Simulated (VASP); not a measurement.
## Bi2Te3: single point with PBEsol

Crystal: Bi2Te3.

```xyz
5
Lattice="2.3086 1.1494 9.7369 -2.1494 1.1856 9.6969 0.1110 -2.6715 9.7601" Properties=species:S:1:pos:R:3 pbc="T T T"
Bi    0.2852   -0.2599   23.7160
Bi    0.1260   -0.1532   11.7888
Te    0.0958   -0.2112   17.8897
Te    0.0200   -0.0877    5.8599
Te   -0.0976   -0.0369   -0.0138
```

```json
{
 "Program": "VASP 6.6.1",
 "Task": "single point",
 "Functional": "PBEsol",
 "Potentials or basis": "VASP PAW PBE potentials, release 64 (Bi_d, Te)",
 "Cutoff": "520 eV",
 "k mesh": "6 × 6 × 6",
 "Occupations": "gaussian, width 0.1 eV",
 "Spin": "no spin polarisation",
 "Dipole correction": "no",
 "Further INCAR settings": "ALGO = Normal; EDIFF = 1e-07; NBANDS = 32"
}
```

```yaml
Pressure: 0.1 GPa
Largest_force: 1.329 eV/Å
Band_gap_on_the_k_mesh: zero (bands 24 and 25 overlap by 0.22 eV)
```

Forces on the atoms (eV/Å):
```
Bi  -0.185 -0.286 -0.849
Bi  -0.156 -0.022 -0.453
Te   0.028 -0.155 -0.910
Te   0.109  0.322  0.907
Te   0.205  0.141  1.305
```

Stress tensor (GPa, compression positive):
```
-0.44  0.34 -0.75
 0.34  1.13  1.01
-0.75  1.01 -0.54
```

Levels at points of the mesh, in eV from the Fermi level:
```
           k point  band 22  band 23  band 24  band 25  band 26  band 27
(0.00, 0.00, 0.00)    -0.63    -0.43    -0.35    -0.12     0.12     0.33
(0.50, 0.00, 0.00)    -2.08    -0.40    -0.29    -0.08     0.52     2.50
(0.00, 0.50, 0.00)    -2.13    -0.25    -0.12    -0.05     0.58     2.58
(0.50, 0.50, 0.00)    -1.83    -1.05    -0.19     0.77     1.11     1.72
(0.00, 0.00, 0.50)    -1.99    -0.31    -0.16    -0.07     0.45     2.68
(0.50, 0.00, 0.50)    -1.76    -1.02    -0.45     0.50     1.09     1.95
(0.00, 0.50, 0.50)    -1.88    -1.05    -0.23     0.58     0.89     1.84
(0.50, 0.50, 0.50)    -0.84    -0.80    -0.62     0.30     0.68     1.02
```

Wall time 37 min on 1 thread of Intel(R) Xeon(R) Platinum 8488C (Sapphire Rapids) (shared host), peak memory 1.2 GiB.

Caveat: the PAW data sets were made with another functional, which shifts forces and pressure a little; spin-orbit coupling is left out, which moves the levels of the heavy elements.
